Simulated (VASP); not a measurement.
# MoS2 (Pm) in VASP: single point with PBEsol

Aim: the single point of MoS2 with PBEsol.

All numbers are computed with VASP 6.6.1; they aren't measurements. Logs are shortened: lines on timing, memory, paths and dates and some standing lists are left out, and cuts for length are marked.

### Step 1. The cell of the first run

The structure is monoclinic, space group Pm (No. 6). The conventional cell has a = 3.141 Å, b = 12.579 Å, c = 3.141 Å, α = 90.00°, β = 120.00°, γ = 90.00°. Mo (site symmetry m) has 6 S at 2.38 to 2.40 Å and 6 Mo at 3.14 Å within 3.2 Å. Mo (site symmetry m) has 6 S at 2.39 Å and 6 Mo at 3.14 Å within 3.2 Å. Within 3.2 Å of S (site symmetry 1) lie 3 Mo at 2.39 Å and 7 S at 3.12 to 3.14 Å. S (site symmetry 1) has 3 Mo at 2.38 to 2.40 Å and 7 S at 3.12 to 3.14 Å within 3.2 Å.

### Step 2. Single point, PBEsol (atom 1 (Mo) moved +0.013 Å towards its neighbour atom 1 (Mo) at 3.141 Å)

INCAR

```
PREC     = Accurate       # precision mode
ENCUT    = 520            # plane-wave cutoff, eV
EDIFF    = 1E-6           # SCF threshold, eV
ISMEAR   = 0              # smearing method
SIGMA    = 0.05           # smearing width, eV
LREAL    = False          # projectors in reciprocal space
LASPH    = True           # aspherical terms in the spheres
NELM     = 100            # most SCF steps
ALGO     = Normal         # electronic algorithm
ISIF     = 2              # what is computed and relaxed
LWAVE    = False          # write WAVECAR
LCHARG   = False          # write CHGCAR
GGA      = PS             # functional
NBANDS   = 35             # bands
```

KPOINTS

```
Automatic mesh
0
Gamma
  12 12 2
```

POSCAR

```
MoS2
1.0
    3.1414322073      0.0000000000      0.0000000000
   -1.5707161036      2.7205600958      0.0000000000
    0.0000000000      0.0000000000     12.5788196111
Mo S
2 4
Direct
    0.3293542565      0.6626875899      0.2500000000
    0.6666666667      0.3333333333      0.7500000000
    0.3333333333      0.6666666667      0.6260538431
    0.6666666667      0.3333333333      0.1260538431
    0.3333333333      0.6666666667      0.8739461569
    0.6666666667      0.3333333333      0.3739461569
```

Potentials or basis: VASP PAW PBE potentials, release 64 (Mo_sv, S).

Launch:

```bash
cat potpaw_PBE.64/Mo_sv/POTCAR potpaw_PBE.64/S/POTCAR > POTCAR
mpirun -np 1 vasp_std > vasp.out
```

OUTCAR:

```text
PREC = Accurate
   ENCUT = 520
   EDIFF = 1E-6
   ISMEAR = 0
   LREAL = False
   LASPH = True
   NELM = 100
   ISIF = 2
   GGA = PS

 ion  position               nearest neighbor table
   1  0.329  0.663  0.250-   4 2.38   6 2.38   4 2.39   6 2.39   4 2.40   6 2.40
   2  0.667  0.333  0.750-   3 2.39   5 2.39   3 2.39   5 2.39   3 2.39   5 2.39
   3  0.333  0.667  0.626-   2 2.39   2 2.39   2 2.39
   4  0.667  0.333  0.126-   1 2.38   1 2.39   1 2.40
   5  0.333  0.667  0.874-   2 2.39   2 2.39   2 2.39
   6  0.667  0.333  0.374-   1 2.38   1 2.39   1 2.40

  LATTYP: Found a hexagonal cell.
 ALAT       =     3.1414322073
 C/A-ratio  =     4.0041671381

  Lattice vectors:

 A1 = (   3.1414322073,   0.0000000000,   0.0000000000)
 A2 = (  -1.5707161036,   2.7205600958,   0.0000000000)
 A3 = (   0.0000000000,   0.0000000000,  12.5788196111)

Analysis of symmetry for initial positions (statically):
=====================================================================
 Subroutine PRICEL returns:
 Original cell was already a primitive cell.

 Routine SETGRP: Setting up the symmetry group for a
 hexagonal supercell.

 Subroutine GETGRP returns: Found  2 space group operations
 (whereof  1 operations were pure point group operations)
 out of a pool of 24 trial point group operations.

The static configuration has the point symmetry C_1 .
 The point group associated with its full space group is C_1h.

Analysis of symmetry for dynamics (positions and initial velocities):
=====================================================================
 Subroutine PRICEL returns:
 Original cell was already a primitive cell.

 Routine SETGRP: Setting up the symmetry group for a
 hexagonal supercell.

 Subroutine GETGRP returns: Found  2 space group operations
 (whereof  1 operations were pure point group operations)
 out of a pool of 24 trial point group operations.

The dynamic configuration has the point symmetry C_1 .
 The point group associated with its full space group is C_1h.

 Subroutine INISYM returns: Found  2 space group operations
 (whereof  1 operations are pure point group operations),
 and found     1 'primitive' translations

----------------------------------------------------------------------------------------

                                     Primitive cell

  volume of cell :     107.5043

  direct lattice vectors                    reciprocal lattice vectors
     3.141432207  0.000000000  0.000000000     0.318326144  0.183785685  0.000000000
    -1.570716104  2.720560096  0.000000000     0.000000000  0.367571369  0.000000000
     0.000000000  0.000000000 12.578819611     0.000000000  0.000000000  0.079498715

  length of vectors
     3.141432207  3.141432207 12.578819611     0.367571369  0.367571369  0.079498715

  position of ions in fractional coordinates (direct lattice)
     0.329354256  0.662687590  0.250000000
     0.666666667  0.333333333  0.750000000
     0.333333333  0.666666667  0.626053843
     0.666666667  0.333333333  0.126053843
     0.333333333  0.666666667  0.873946157
     0.666666667  0.333333333  0.373946157

  ion indices of the primitive-cell ions
   primitive index   ion index
                 1           1
                 2           2
                 3           3
                 4           4
                 5           5
                 6           6

----------------------------------------------------------------------------------------

 KPOINTS: Automatic mesh

Automatic generation of k-mesh.
 Grid dimensions read from file:
 generate k-points for:   12   12    2

 Generating k-lattice:

  Cartesian coordinates                     Fractional coordinates (reciprocal lattice)
     0.026527179  0.015315474  0.000000000     0.083333333  0.000000000  0.000000000
     0.000000000  0.030630947  0.000000000     0.000000000  0.083333333  0.000000000
     0.000000000  0.000000000  0.039749358     0.000000000  0.000000000  0.500000000

  Length of vectors
     0.030630947  0.030630947  0.039749358

  Shift w.r.t. Gamma in fractional coordinates (k-lattice)
     0.000000000  0.000000000  0.000000000

 Subroutine IBZKPT returns following result:
 ===========================================

 Found    148 irreducible k-points:

 Following reciprocal coordinates:
            Coordinates               Weight
  0.000000  0.000000  0.000000      1.000000
  0.083333  0.000000  0.000000      2.000000
  0.000000  0.083333  0.000000      2.000000
 -0.083333  0.083333  0.000000      2.000000
  0.166667  0.000000  0.000000      2.000000
  0.000000  0.166667  0.000000      2.000000
[... 16 lines left out ...]
  0.166667  0.083333  0.000000      2.000000
 -0.083333  0.250000  0.000000      2.000000
 [... further k-points ...]
   k-points           NKPTS =    148   k-points in BZ     NKDIM =    148   number of bands    NBANDS=     35
   number of dos      NEDOS =    301   number of ions     NIONS =      6
   total plane-waves  NPLWV =  55296
   dimension x,y,z NGX =    24 NGY =   24 NGZ =   96
   dimension x,y,z NGXF=    48 NGYF=   48 NGZF=  192
   ions per type =               2   4
   NGX,Y,Z   is equivalent  to a cutoff of  12.70, 12.70, 12.69 a.u.
   NGXF,Y,Z  is equivalent  to a cutoff of  25.40, 25.40, 25.38 a.u.
 SYSTEM =  unknown system
   PREC   = accura    normal or accurate (medium, high low for compatibility)
   ISTART =      0    job   : 0-new  1-cont  2-samecut
   ICHARG =      2    charge: 1-file 2-atom 10-const
   ISPIN  =      1    spin polarized calculation?
   LNONCOLLINEAR =      F non collinear calculations
   LSORBIT =      F    spin-orbit coupling
   LASPH  =      T    aspherical Exc in radial PAW
   ENCUT  =  520.0 eV  38.22 Ry    6.18 a.u.   5.84  5.84 23.39*2*pi/ulx,y,z
   NELM   =    100;   NELMIN=  2; NELMDL= -5     # of ELM steps
   EDIFF  = 0.1E-05   stopping-criterion for ELM
   LREAL  =      F    real-space projection
   EDIFFG = 0.1E-04   stopping-criterion for IOM
   NSW    =      0    number of steps for IOM
   IBRION =     -1    ionic relax: 0-MD 1-quasi-New 2-CG
   NFREE  =      0    steps in history (QN), initial steepest desc. (CG)
   ISIF   =      2    stress and relaxation
   ISYM   =      2    0-nonsym 1-usesym 2-fastsym
   POTIM  = 0.5000    time-step for ionic-motion
   TEBEG  =    0.0;   TEEND  =   0.0 temperature during run
   PSTRESS=    0.0 pullay stress
   NELECT =      52.0000    total number of electrons
   NUPDOWN=      -1.0000    fix difference up-down
   EMIN   =  10.00;   EMAX   =-10.00  energy-range for DOS
   EFERMI =   0.00;   METHOD = LEGACY
   ISMEAR =     0;   SIGMA  =   0.05  broadening in eV -4-tet -1-fermi 0-gaus
   EFERMI_NEDOS =   21; number of points for ismear=-14 and -15
   IALGO  =     38    algorithm
   IMIX   =      4    mixing-type and parameters
     AMIX     =   0.40;   BMIX     =  1.00
     AMIX_MAG =   1.60;   BMIX_MAG =  1.00
  volume/ion in A,a.u.               =      17.92       120.91
  Fermi-wavevector in a.u.,A,eV,Ry     =   1.285091  2.428470 22.469472  1.651460
  Thomas-Fermi vector in A             =   2.417246
   LORBIT       =      0    0 simple, 1 ext, 2 COOP (PROOUT), +10 PAW based schemes
   GGA     = PS    functional components
   LHFCALC =     F    Hartree Fock is set to
   AEXX    =    0.0000 exact exchange contribution
   IVDW    =     0    specifies the selected vdW correction
   LEPSILON=     F    determine dielectric tensor
   LRPA    =     F    only Hartree local field effects (RPA)
 non-spin polarized calculation
 Gauss-broadening in eV      SIGMA  =   0.05
  energy-cutoff  :      520.00
  volume of cell :      107.50
 maximum number of plane-waves:      2922
   NGX = 11   NGY = 11   NGZ = 47

 number of electron      52.0000002 magnetization

 Free energy of the ion-electron system (eV)
  ---------------------------------------------------
  ext. energy  EPLUGINS =         0.00000000
  ---------------------------------------------------
  free energy    TOTEN  =       -46.90403800 eV

  energy without entropy =      -46.90403800  energy(sigma->0) =      -46.90403800

 E-fermi :   7.5305     XC(G=0): -10.9248

 val. band max:        7.2599572368   @ k =   0.0000   0.0000   0.0000
 cond. band min:       8.2486478277   @ k =  -0.1667   0.3333   0.0000
 fundamental gap:      0.9886905909
 Fermi energy:         7.5304692970

 k-point     1 :       0.0000    0.0000    0.0000
  band No.  band energies     occupation
      1     -54.0229      2.00000
      2     -54.0225      2.00000
      3     -28.2343      2.00000
      4     -28.2340      2.00000
      5     -27.9733      2.00000
      6     -27.9717      2.00000
[... 27 lines left out ...]
     34       9.9107      0.00000
     35      12.9527      0.00000

 k-point     2 :       0.0833    0.0000    0.0000
  band No.  band energies     occupation
      1     -54.0199      2.00000
      2     -54.0194      2.00000
      3     -28.2284      2.00000
      4     -28.2281      2.00000
      5     -28.0029      2.00000
      6     -28.0015      2.00000
[... 27 lines left out ...]
     34       9.7922      0.00000
     35      13.4624      0.00000

 k-point     3 :       0.0000    0.0833    0.0000
  band No.  band energies     occupation
      1     -54.0199      2.00000
      2     -54.0194      2.00000
      3     -28.2284      2.00000
      4     -28.2282      2.00000
      5     -28.0015      2.00000
      6     -27.9993      2.00000
[... 27 lines left out ...]
     34       9.8140      0.00000
     35      13.4716      0.00000
[... 723 lines left out ...]
 k-point    23 :       0.1667    0.0833    0.0000
  band No.  band energies     occupation
      1     -54.0045      2.00000
      2     -54.0040      2.00000
      3     -28.1984      2.00000
      4     -28.1980      2.00000
      5     -28.1467      2.00000
      6     -28.1461      2.00000
[... 27 lines left out ...]
     34      10.7122      0.00000
     35      15.0069      0.00000

 k-point    24 :      -0.0833    0.2500    0.0000
  band No.  band energies     occupation
      1     -54.0045      2.00000
      2     -54.0040      2.00000
      3     -28.1984      2.00000
      4     -28.1982      2.00000
      5     -28.1461      2.00000
      6     -28.1431      2.00000
[... 27 lines left out ...]
     34      10.7235      0.00000
     35      15.0099      0.00000

 [... further k-points ...]
[... 5 lines left out ...]
  --------------------------------------------------------------------------------------
  -------------------------------------------------------------------------------------
  Total        0.0605790     -0.0867152     -0.0317134      0.0421837      0.0000000      0.0000000
  in kB        0.9028319     -1.2923487     -0.4726369      0.6286799      0.0000000      0.0000000
  external PRESSURE =      -0.2873845 kB  Pullay stress =       0.0000000 kB

 VOLUME and BASIS-vectors are now :
 -----------------------------------------------------------------------------
  energy-cutoff  :      520.00
  volume of cell :      107.50
      direct lattice vectors                 reciprocal lattice vectors
     3.141432207  0.000000000  0.000000000     0.318326144  0.183785685  0.000000000
    -1.570716104  2.720560096  0.000000000     0.000000000  0.367571369  0.000000000
     0.000000000  0.000000000 12.578819611     0.000000000  0.000000000  0.079498715

 POSITION                                       TOTAL-FORCE (eV/Angst)
 -----------------------------------------------------------------------------------
     -0.00625      1.80288      3.14470         0.131466      0.226260      0.000000
      1.57072      0.90685      9.43411        -0.000182     -0.000321      0.000000
     -0.00000      1.81371      7.87502        -0.000191     -0.000325     -0.000020
      1.57072      0.90685      1.58561        -0.065451     -0.112645     -0.001958
     -0.00000      1.81371     10.99321        -0.000191     -0.000325      0.000020
      1.57072      0.90685      4.70380        -0.065451     -0.112645      0.001958
 -----------------------------------------------------------------------------------
    total drift:                                0.000084      0.000155     -0.000000

  FREE ENERGIE OF THE ION-ELECTRON SYSTEM (eV)
  ---------------------------------------------------
  free  energy   TOTEN  =       -46.9040380037 eV

  energy  without entropy=      -46.9040380037  energy(sigma->0) =      -46.90403800
```

Wall time 5.2 min (1 thread of Intel Xeon Platinum 8488C (Sapphire Rapids), shared host); peak memory 0.53 GiB.

What came out:

* Free energy: -46.9040 eV
* Pressure: 0.0 GPa
* Largest force: 0.262 eV/Å
* Band gap on the k mesh: 0.99 eV (least direct gap 1.74 eV)

Forces in eV/Å, atoms in the order of the input:
```
Mo   0.131  0.226  0.000
Mo   0.000  0.000  0.000
S    0.000  0.000  0.000
S   -0.065 -0.113 -0.002
S    0.000  0.000  0.000
S   -0.065 -0.113  0.002
```

Caveat: the cell differs from its parent crystal (atom 1 (Mo) moved +0.013 Å towards its neighbour atom 1 (Mo) at 3.141 Å); the PAW data sets were made with another functional, which shifts forces and pressure a little; this functional lacks dispersion, which binds layers or chains, so the pressure and a relaxed spacing across them are unreliable. A k mesh can miss the band edges.
